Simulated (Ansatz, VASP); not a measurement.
Two plane-wave programs on K

Contents of INCAR:

```
PREC = Accurate
ENCUT = 520
EDIFF = 1E-6
ISMEAR = 0
SIGMA = 0.15
LREAL = False
LASPH = True
NELM = 80
ALGO = Fast
ISIF = 2
LWAVE = False
LCHARG = False
GGA = PE
NBANDS = 10
```

The input KPOINTS:

```
Automatic mesh
0
Gamma
  14 14 14
```

Contents of POSCAR:

```
K
1.0
   -2.6834500000      2.6834500000      2.5525500000
    2.6834500000     -2.6834500000      2.5525500000
    2.6834500000      2.6834500000     -2.5525500000
K
1
Direct
    0.0000000000      0.0000000000      0.0000000000
```

Input for Ansatz:

```yaml
crystal:
  lattice:
    - [-2.68345, 2.68345, 2.55255]
    - [2.68345, -2.68345, 2.55255]
    - [2.68345, 2.68345, -2.55255]
  atoms:
    - { symbol: K, position: [0.0, 0.0, 0.0] }
basis:
  ecutwfc: 420
kpoints:
  mp_grid: { grid: [14, 14, 14] }
hamiltonian:
  xc: pbe
scf:
  occupations: { method: gaussian, width: 0.15 }
output:
  forces: true
  stress: true
  eigenvalues: true
```

Change from the starting cell: strain +0.025 along x and y, -0.025 along z, atoms carried along.

Alike in both runs: task single point; functional PBE; k mesh 14 × 14 × 14; occupations gaussian, width 0.15 eV; no spin polarisation.

```csv
,VASP,Ansatz
version,VASP 6.6.1,Ansatz 0.2.0
potentials or method,"VASP PAW PBE potentials, release 64 (K_sv), cutoff 520 eV","scalar-relativistic, plane waves, PAW"
valence electrons in the cell,9,9
```

```tsv
	VASP	Ansatz	Ansatz less VASP
gap on the k mesh at the Fermi level (eV)	none	none	-
pressure (GPa)	0.0	0.0	0.00
```

A gap of «none» marks a metal or a gap that the smearing closes.
